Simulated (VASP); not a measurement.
Write the native input for VASP 6.6.1 that does the following.

- Task: single point
- Functional: LDA
- Potentials or basis: VASP PAW LDA potentials, release 64 (Hg)
- Cutoff: 520 eV
- k mesh: 14 × 14 × 14
- Occupations: fermi-dirac, width 0.1 eV
- Spin: no spin polarisation
- Dipole correction: no
- Further INCAR settings: ALGO = Normal; EDIFF = 1e-07; NBANDS = 12

The structure of Hg lies in POSCAR:

```
Hg
1.0
    2.7804135862      0.0000000000      0.0000000000
    0.0000000000      2.7804135862      0.0000000000
    0.0000000000      0.0000000000      2.7804135862
Hg
1
Direct
    0.0000000000      0.0000000000      0.0000000000
```

One way to write it, as run:

INCAR

```
SYSTEM = Hg
PREC     = Accurate       ! precision mode
ENCUT    = 520            ! plane-wave cutoff, eV
EDIFF    = 1E-7           ! SCF threshold, eV
ISMEAR   = -1             ! smearing method
SIGMA    = 0.1            ! smearing width, eV
LREAL    = .False.        ! projectors in reciprocal space
LASPH    = .True.         ! aspherical terms in the spheres
NELM     = 80             ! most SCF steps
ALGO     = Normal         ! electronic algorithm
ISIF     = 2              ! what is computed and relaxed
LWAVE    = .False.        ! write WAVECAR
LCHARG   = .False.        ! write CHGCAR
GGA      = CA             ! functional
NBANDS   = 12             ! bands
```

KPOINTS

```
regular mesh
0
Gamma
  14 14 14
  0 0 0
```

Potentials or basis: VASP PAW LDA potentials, release 64 (Hg).

Launch:

```console
$ cat potpaw_LDA.64/Hg/POTCAR > POTCAR
$ mpirun -np 1 vasp_std > vasp.out
```

Results of the run:

The pressure is 10.9 GPa and the band gap on the k mesh is zero (bands 6 and 7 overlap by 7.62 eV).

Caveat: the cell stands under pressure; spin-orbit coupling is left out, which moves the levels of the heavy elements.

Run time: 6.9 s on 1 thread of Intel(R) Xeon(R) 6975P-C (Granite Rapids) (shared host), peak memory 0.15 GiB.
